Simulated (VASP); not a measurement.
MgTeSe3, 5 atoms in the cell. It takes space group R-3m (No. 166, trigonal). The conventional cell has a = 6.969 Å, b = 6.969 Å, c = 8.625 Å, α = 90.00°, β = 90.00°, γ = 120.00°. Mg (site symmetry -3m) has 6 Se at 2.47 Å within 3.3 Å. Te (site symmetry -3m) has 12 Se at 3.48 to 3.51 Å and 8 Mg at 4.27 to 4.31 Å within 4.6 Å. Se (site symmetry 2/m) has 2 Mg at 2.47 Å within 3.3 Å. The cell was generated, and may not be a known phase.

* Program: VASP 6.6.1
* Task: single point
* Functional: PBE
* Potentials or basis: VASP PAW PBE potentials, release 64 (Mg, Te, Se)
* Cutoff: 600 eV
* k mesh: 6 × 6 × 6
* Occupations: gaussian, width 0.1 eV
* Spin: no spin polarisation
* Dipole correction: no
* Further INCAR settings: ALGO = Normal; EDIFF = 1e-06; NBANDS = 21

Potentials or basis: VASP PAW PBE potentials, release 64 (Mg, Te, Se).

Launch:

```sh
$ cat potpaw_PBE.64/Mg/POTCAR potpaw_PBE.64/Te/POTCAR potpaw_PBE.64/Se/POTCAR > POTCAR
$ mpirun -np 1 vasp_std > vasp.out
```

Hardware: 1 thread of Intel Xeon 8259CL, on a shared host.

**Question.** How long does it take, and how much memory?

**Answer.** Wall time 83 s on 1 thread of Intel Xeon 8259CL, with other jobs on the host, peak memory 0.3 GiB. Counts: scf iterations 13, k points 32.
